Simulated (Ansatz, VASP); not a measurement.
One calculation of Ge, two programs

```
Ge
1.0
     0.00000    2.78836    2.78836
     2.78836    0.00000    2.78836
     2.78836    2.78836    0.00000
Ge
2
Direct
  0.00000 0.00000 0.00000
  0.25000 0.25000 0.25000
```

Change from the starting cell: hydrostatic strain -1.7%.

Alike in both runs: task single point; functional PBE; k mesh 8 × 8 × 8; occupations fermi-dirac, width 0.02 eV; no spin polarisation.

|  | VASP | Ansatz |
| --- | --- | --- |
| version | VASP 6.6.1 | Ansatz 0.2.0 |
| potentials or method | VASP PAW PBE potentials, release 64 (Ge_d) | plane waves, PAW |
| plane-wave cutoff (eV) | 520 | 420 |
| valence electrons in the cell | 28 | 28 |

```csv
,VASP,Ansatz,Ansatz less VASP
pressure (GPa),7.1,7.2,+0.09
```
